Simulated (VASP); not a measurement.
# Re (a cell with a defect) in VASP: further runs

Re (a cell with a defect) is run at these levels: LDA; tasks: single point.

All numbers are computed with VASP 6.6.1; they aren't measurements. Logs are shortened: lines on timing, memory, paths and dates and some standing lists are left out, and cuts for length are marked.

## Step 1: The cell of the first run

The cell holds a defect, 13 atoms: a = 5.520 Å, b = 8.280 Å, c = 4.457 Å, α = 90.00°, β = 90.00°, γ = 120.00°.

## Step 2: Single point, LDA

The input, INCAR:

```
SYSTEM = Re
ALGO = Normal
EDIFF = 1E-7
ENCUT = 520
GGA = CA
ISIF = 2
ISMEAR = 0
LASPH = .TRUE.
LCHARG = .TRUE.
LELF = .TRUE.
LREAL = .FALSE.
LVHAR = .TRUE.
LWAVE = .FALSE.
NBANDS = 58
NELM = 80
PREC = Accurate
SIGMA = 0.05
```

The input, KPOINTS:

```
k-points
0
G
  4 3 4
  0 0 0
```

The input, POSCAR:

```
Re
1.0
    5.5200000000      0.0000000000      0.0000000000
   -4.1400000000      7.1706900000      0.0000000000
    0.0000000000      0.0000000000      4.4574000000
Re
13
Direct
    0.0030634018      0.0333120116     -0.0051971747
    0.2114737219      0.2278498729      0.5334151054
    0.0862646165      0.3653617691      0.0589575183
    0.2192309125      0.5767637353      0.5241093579
   -0.0102118627      0.6270064519     -0.0127609419
    0.1067791677      0.8593729460      0.3529308894
    0.3649626211     -0.0623029866     -0.2070897201
    0.7563387124      0.2792236306      0.6324473115
    0.5142767956      0.3353334126      0.0520213908
    0.6754440156      0.5521299416      0.5259240622
    0.5462354609      0.6878327987      0.0411029266
    0.7194574274      0.8805217650      0.5544868385
    0.6290634092      0.0782055514      0.2215912360
```

Potentials or basis: VASP PAW LDA potentials, release 64 (Re).

Started as:

```bash
cat potpaw_LDA.64/Re/POTCAR > POTCAR
mpirun -np 1 vasp_std > vasp.out
```

OUTCAR:

```text
SYSTEM = Re
   EDIFF = 1E-7
   ENCUT = 520
   GGA = CA
   ISIF = 2
   ISMEAR = 0
   LASPH = .TRUE.
   LREAL = .FALSE.
   NELM = 80
   PREC = Accurate

 ion  position               nearest neighbor table
   1  0.003  0.033  0.995-   6 2.40  12 2.43  13 2.49   2 2.51   3 2.57   7 2.65   9 2.69  11 2.71
                             2 2.80  12 2.88   7 3.32   5 3.33   8 3.37   6 3.38  13 3.44
   2  0.211  0.228  0.533-   1 2.51   9 2.59  10 2.63   3 2.65   9 2.73   8 2.79   1 2.80  12 2.80
                             3 2.84   8 2.85   4 2.87   6 2.92  13 3.13   7 3.14  13 3.41
   3  0.086  0.365  0.059-   8 2.48   9 2.50   5 2.50  13 2.56   1 2.57   4 2.57  11 2.61   2 2.65
                             4 2.83   2 2.84   8 3.01   9 3.04
   4  0.219  0.577  0.524-   8 2.56   5 2.56   3 2.57  10 2.63  12 2.65  11 2.66  11 2.78   6 2.81
                             3 2.83   5 2.83   2 2.87  10 2.91   7 2.93
   5  0.990  0.627  0.987-   6 2.35   3 2.50   7 2.52   9 2.54  10 2.56   4 2.56  11 2.75   4 2.83
                            10 2.84  11 2.86   8 2.96   6 3.30   1 3.33
   6  0.107  0.859  0.353-   7 2.32   5 2.35   1 2.40  12 2.40  10 2.58  13 2.59   7 2.79   4 2.81
                             2 2.92  11 3.02   5 3.30   1 3.38  12 3.42
   7  0.365  0.938  0.793-   6 2.32  13 2.33  12 2.47   5 2.52   1 2.65   8 2.66   6 2.79  13 2.88
                            11 2.93   4 2.93   2 3.14   9 3.18   1 3.32
   8  0.756  0.279  0.632-  13 2.33   9 2.47   3 2.48   4 2.56  10 2.56   7 2.66   2 2.79   2 2.85
                             5 2.96  13 3.00   3 3.01   9 3.05  12 3.22   1 3.37
   9  0.514  0.335  0.052-   8 2.47   3 2.50   5 2.54   2 2.59  13 2.62  10 2.62   1 2.69   2 2.73
                            10 2.81  11 2.84   3 3.04   8 3.05   7 3.18
  10  0.675  0.552  0.526-   8 2.56   5 2.56   6 2.58  12 2.61   9 2.62   2 2.63   4 2.63  11 2.69
                            11 2.80   9 2.81   5 2.84   4 2.91
  11  0.546  0.688  0.041-  12 2.58   3 2.61   4 2.66  12 2.68  10 2.69   1 2.71   5 2.75   4 2.78
                            10 2.80   9 2.84   5 2.86   7 2.93   6 3.02  13 3.13
  12  0.719  0.881  0.554-   6 2.40   1 2.43  13 2.44   7 2.47  11 2.58  10 2.61   4 2.65  11 2.68
                             2 2.80   1 2.88   8 3.22   6 3.42
  13  0.629  0.078  0.222-   7 2.33   8 2.33  12 2.44   1 2.49   3 2.56   6 2.59   9 2.62   7 2.88
                             8 3.00   2 3.13  11 3.13   2 3.41   1 3.44

  LATTYP: Found a simple monoclinic cell.
 ALAT       =     5.5200000000
 B/A-ratio  =     0.8075000000
 C/A-ratio  =     1.3228755945
 COS(beta)  =    -0.1889822452

  Lattice vectors:

 A1 = (   5.5200000000,   0.0000000000,   0.0000000000)
 A2 = (   0.0000000000,   0.0000000000,   4.4574000000)
 A3 = (  -1.3800000000,  -7.1706900000,   0.0000000000)

Analysis of symmetry for initial positions (statically):
=====================================================================
 Subroutine PRICEL returns:
 Original cell was already a primitive cell.

 Routine SETGRP: Setting up the symmetry group for a
 simple monoclinic supercell.

 Subroutine GETGRP returns: Found  1 space group operations
 (whereof  1 operations were pure point group operations)
 out of a pool of  4 trial point group operations.

The static configuration has the point symmetry C_1 .

Analysis of symmetry for dynamics (positions and initial velocities):
=====================================================================
 Subroutine PRICEL returns:
 Original cell was already a primitive cell.

 Routine SETGRP: Setting up the symmetry group for a
 simple monoclinic supercell.

 Subroutine GETGRP returns: Found  1 space group operations
 (whereof  1 operations were pure point group operations)
 out of a pool of  4 trial point group operations.

The dynamic configuration has the point symmetry C_1 .

 Subroutine INISYM returns: Found  1 space group operations
 (whereof  1 operations are pure point group operations),
 and found     1 'primitive' translations

----------------------------------------------------------------------------------------

                                     Primitive cell

  volume of cell :     176.4337

  direct lattice vectors                    reciprocal lattice vectors
     5.520000000  0.000000000  0.000000000     0.181159420  0.104592445  0.000000000
    -4.140000000  7.170690000  0.000000000     0.000000000  0.139456593  0.000000000
     0.000000000  0.000000000  4.457400000     0.000000000  0.000000000  0.224346031

  length of vectors
     5.520000000  8.279999703  4.457400000     0.209184883  0.139456593  0.224346031

  position of ions in fractional coordinates (direct lattice)
     0.003063402  0.033312012  0.994802825
[... 51 lines left out ...]
 ===========================================

 Found     26 irreducible k-points:

 Following reciprocal coordinates:
            Coordinates               Weight
  0.000000  0.000000  0.000000      1.000000
  0.250000  0.000000  0.000000      2.000000
  0.500000  0.000000  0.000000      1.000000
  0.000000  0.333333  0.000000      2.000000
  0.250000  0.333333  0.000000      2.000000
  0.500000  0.333333  0.000000      2.000000
[... 16 lines left out ...]
  0.000000  0.333333  0.500000      2.000000
  0.250000  0.333333  0.500000      2.000000
 [... further k-points ...]
   k-points           NKPTS =     26   k-points in BZ     NKDIM =     26   number of bands    NBANDS=     58
   number of dos      NEDOS =    301   number of ions     NIONS =     13
   total plane-waves  NPLWV =  96768
   dimension x,y,z NGX =    42 NGY =   64 NGZ =   36
   dimension x,y,z NGXF=    84 NGYF=  128 NGZF=   72
   ions per type =              13
   NGX,Y,Z   is equivalent  to a cutoff of  12.65, 12.85, 13.43 a.u.
   NGXF,Y,Z  is equivalent  to a cutoff of  25.30, 25.70, 26.85 a.u.
 SYSTEM =  Re
   PREC   = accura    normal or accurate (medium, high low for compatibility)
   ISTART =      0    job   : 0-new  1-cont  2-samecut
   ICHARG =      2    charge: 1-file 2-atom 10-const
   ISPIN  =      1    spin polarized calculation?
   LNONCOLLINEAR =      F non collinear calculations
   LSORBIT =      F    spin-orbit coupling
   LASPH  =      T    aspherical Exc in radial PAW
   ENCUT  =  520.0 eV  38.22 Ry    6.18 a.u.  10.26 15.40  8.29*2*pi/ulx,y,z
   NELM   =     80;   NELMIN=  2; NELMDL= -5     # of ELM steps
   EDIFF  = 0.1E-06   stopping-criterion for ELM
   LREAL  =      F    real-space projection
   EDIFFG = 0.1E-05   stopping-criterion for IOM
   NSW    =      0    number of steps for IOM
   IBRION =     -1    ionic relax: 0-MD 1-quasi-New 2-CG
   NFREE  =      0    steps in history (QN), initial steepest desc. (CG)
   ISIF   =      2    stress and relaxation
   ISYM   =      2    0-nonsym 1-usesym 2-fastsym
   POTIM  = 0.5000    time-step for ionic-motion
   TEBEG  =    0.0;   TEEND  =   0.0 temperature during run
   PSTRESS=    0.0 pullay stress
   NELECT =      91.0000    total number of electrons
   NUPDOWN=      -1.0000    fix difference up-down
   EMIN   =  10.00;   EMAX   =-10.00  energy-range for DOS
   EFERMI =   0.00;   METHOD = LEGACY
   ISMEAR =     0;   SIGMA  =   0.05  broadening in eV -4-tet -1-fermi 0-gaus
   EFERMI_NEDOS =   21; number of points for ismear=-14 and -15
   IALGO  =     38    algorithm
   IMIX   =      4    mixing-type and parameters
     AMIX     =   0.40;   BMIX     =  1.00
     AMIX_MAG =   1.60;   BMIX_MAG =  1.00
  volume/ion in A,a.u.               =      13.57        91.59
  Fermi-wavevector in a.u.,A,eV,Ry     =   1.312889  2.481001 23.452064  1.723678
  Thomas-Fermi vector in A             =   2.443250
   LORBIT       =      0    0 simple, 1 ext, 2 COOP (PROOUT), +10 PAW based schemes
   GGA     = CA    functional components
   LHFCALC =     F    Hartree Fock is set to
   AEXX    =    0.0000 exact exchange contribution
   IVDW    =     0    specifies the selected vdW correction
   LEPSILON=     F    determine dielectric tensor
   LRPA    =     F    only Hartree local field effects (RPA)
 non-spin polarized calculation
 Gauss-broadening in eV      SIGMA  =   0.05
  energy-cutoff  :      520.00
  volume of cell :      176.43
 maximum number of plane-waves:      4768
 NGX is ok and might be reduce to    42
   NGX = 21   NGY = 31   NGZ = 17

 number of electron      91.0000002 magnetization

 Free energy of the ion-electron system (eV)
  ---------------------------------------------------
  ext. energy  EPLUGINS =         0.00000000
  ---------------------------------------------------
  free energy    TOTEN  =      -171.11766133 eV

  energy without entropy =     -171.11102786  energy(sigma->0) =     -171.11434460

 E-fermi :   9.4067     XC(G=0): -14.2292

 val. band max:        9.4037215014   @ k =   0.5000   0.0000   0.2500
 cond. band min:       9.4281943989   @ k =   0.5000   0.3333   0.5000
 fundamental gap:      0.0244728975
 Fermi energy:         9.4066649181

 k-point     1 :       0.0000    0.0000    0.0000
  band No.  band energies     occupation
      1      -1.3732      2.00000
      2       1.8688      2.00000
      3       1.9975      2.00000
      4       2.0611      2.00000
      5       2.2676      2.00000
      6       2.7031      2.00000
[... 1429 lines left out ...]
     56      11.4430      0.00000
     57      11.5943      0.00000

 [... further k-points ...]

 [bands above 57 left out]

------------------------ aborting loop because EDIFF is reached ----------------------------------------

  FORCE on cell =-STRESS in cart. coord.  units (eV):
  Direction    XX          YY          ZZ          XY          YZ          ZX
  --------------------------------------------------------------------------------------
  -------------------------------------------------------------------------------------
  Total       47.8403288     49.7419294     56.2562293      8.4793385      7.8835134      1.2356702
  in kB      434.4332968    451.7015443    510.8572578     77.0000352     71.5894057     11.2209988
  external PRESSURE =     465.6640329 kB  Pullay stress =       0.0000000 kB

 VOLUME and BASIS-vectors are now :
 -----------------------------------------------------------------------------
  energy-cutoff  :      520.00
  volume of cell :      176.43
      direct lattice vectors                 reciprocal lattice vectors
     5.520000000  0.000000000  0.000000000     0.181159420  0.104592445  0.000000000
    -4.140000000  7.170690000  0.000000000     0.000000000  0.139456593  0.000000000
     0.000000000  0.000000000  4.457400000     0.000000000  0.000000000  0.224346031

 POSITION                                       TOTAL-FORCE (eV/Angst)
 -----------------------------------------------------------------------------------
     -0.12100      0.23887      4.43423        -0.012678     -0.053674     -0.040688
      0.22404      1.63384      2.37764         0.032998      0.008301      0.023480
     -1.03642      2.61990      0.26280         0.008397      0.026901     -0.033755
     -1.17765      4.13579      2.33617         0.019609     -0.047630     -0.013567
      2.86782      4.49607      4.40052        -0.006457      0.123220      0.109277
     -2.96838      6.16230      1.57315        -0.006605      0.002829      0.074691
     -1.86747      6.72393      3.53432        -0.009083     -0.016147     -0.051968
      3.01900      2.00223      2.81907        -0.002577     -0.087221     -0.129588
      1.45053      2.40457      0.23188        -0.025996      0.017629     -0.015397
      1.44263      3.95915      2.34425        -0.004122     -0.039558      0.022834
      0.16759      4.93224      0.18321        -0.006785     -0.003800     -0.009180
      0.32604      6.31395      2.47157         0.044072      0.071580      0.053657
      3.14866      0.56079      0.98772        -0.030772     -0.002429      0.010203
 -----------------------------------------------------------------------------------
    total drift:                               -0.000049     -0.000047     -0.000009

  FREE ENERGIE OF THE ION-ELECTRON SYSTEM (eV)
  ---------------------------------------------------
  free  energy   TOTEN  =      -171.1176613326 eV

  energy  without entropy=     -171.1110278644  energy(sigma->0) =     -171.11434460
```

Wall time 7.3 min (1 thread of Intel Xeon Platinum 8375C at 2.90GHz (Ice Lake), shared host); peak memory 0.34 GiB.

Results:

| Quantity | Value |
| --- | --- |
| Free energy | -171.1177 eV |
| Pressure | 46.6 GPa |
| Largest force | 0.165 eV/Å |

Forces in eV/Å, atoms in the order of the input:
```
Re  -0.013 -0.054 -0.041
Re   0.033  0.008  0.023
Re   0.008  0.027 -0.034
Re   0.020 -0.048 -0.014
Re  -0.006  0.123  0.109
Re  -0.007  0.003  0.075
Re  -0.009 -0.016 -0.052
Re  -0.003 -0.087 -0.130
Re  -0.026  0.018 -0.015
Re  -0.004 -0.040  0.023
Re  -0.007 -0.004 -0.009
Re   0.044  0.072  0.054
Re  -0.031 -0.002  0.010
```

Stress tensor (GPa, compression positive):
```
43.44  7.70  1.12
 7.70 45.17  7.16
 1.12  7.16 51.09
```

Caveat: spin-orbit coupling is left out, which moves the levels of the heavy elements.

## Step 3: Single point, LDA

The input, INCAR:

```
SYSTEM = Re
PREC = Accurate
ENCUT = 520
EDIFF = 1E-6
ISMEAR = 0
SIGMA = 0.05
LREAL = .FALSE.
LASPH = .TRUE.
NELM = 60
ALGO = Normal
ISIF = 2
LWAVE = .FALSE.
LCHARG = .FALSE.
NBANDS = 58
```

The input, KPOINTS:

```
Automatic mesh
0
G
  4 3 4
  0 0 0
```

The input, POSCAR:

```
Re
1.0
    5.5200000000      0.0000000000      0.0000000000
   -4.1400000000      7.1706900000      0.0000000000
    0.0000000000      0.0000000000      4.4574000000
Re
13
Direct
   -0.0904327517     -0.0564723918      0.1305666033
    0.3022286023      0.2855563339      0.2906592498
   -0.0531018779      0.3417692129      0.0520830053
    0.1193272343      0.5339148118      0.5388375325
   -0.0096830514      0.6702548499      0.0239764643
    0.1516382559      0.8871361053      0.5496621653
    0.4542279628     -0.0056381728      0.0311653897
    0.6633649394      0.1884291349      0.4921718542
    0.5595494924      0.3624396810     -0.1499925732
    0.6767989951      0.5957673902      0.4860201102
    0.4466886925      0.6453868011      0.0220188570
    0.5790806945      0.8566684419      0.5569270581
    1.0377422719      0.1441044317     -0.2811700864
```

Potentials or basis: VASP PAW LDA potentials, release 64 (Re).

Started as:

```bash
cat potpaw_LDA.64/Re/POTCAR > POTCAR
mpirun -np 1 vasp_std > vasp.out
```

Wall time 6.2 min (1 thread of Intel Xeon Platinum 8375C at 2.90GHz (Ice Lake), shared host); peak memory 0.34 GiB.

The run converged. Its results:

```
Free energy   : -171.1173 eV
Pressure      : 46.6 GPa
Largest force : 0.154 eV/Å
```

Forces on the atoms (eV/Å):
```
Re  -0.002  0.081 -0.127
Re   0.026 -0.008 -0.078
Re  -0.051 -0.079  0.044
Re   0.020  0.045  0.012
Re  -0.002  0.020  0.025
Re   0.029 -0.019 -0.006
Re  -0.039 -0.023  0.007
Re  -0.004  0.056 -0.033
Re  -0.004  0.019  0.085
Re  -0.017 -0.129  0.083
Re   0.010  0.053 -0.008
Re   0.011 -0.018 -0.029
Re   0.022  0.004  0.025
```

Stress tensor (GPa, compression positive):
```
43.42  7.66 -1.10
 7.66 45.16 -7.09
-1.10 -7.09 51.12
```

Levels at points of the mesh, in eV from the Fermi level:
| k point | band 41 | band 42 | band 43 | band 44 | band 45 | band 46 | band 47 | band 48 | band 49 | band 50 |
| --- | --- | --- | --- | --- | --- | --- | --- | --- | --- | --- |
| (0.00, 0.00, 0.00) | -1.03 | -0.85 | -0.63 | -0.55 | -0.38 | -0.28 | 0.08 | 0.49 | 0.71 | 0.94 |
| (0.50, 0.00, 0.00) | -0.88 | -0.84 | -0.72 | -0.54 | -0.36 | -0.11 | 0.15 | 0.25 | 0.68 | 1.03 |
| (0.00, 0.00, 0.50) | -1.10 | -0.94 | -0.72 | -0.16 | 0.06 | 0.13 | 0.46 | 0.54 | 0.71 | 0.80 |
| (0.50, 0.00, 0.50) | -1.14 | -0.77 | -0.51 | -0.39 | -0.27 | 0.12 | 0.27 | 0.43 | 0.55 | 0.76 |

Caveat: spin-orbit coupling is left out, which moves the levels of the heavy elements.
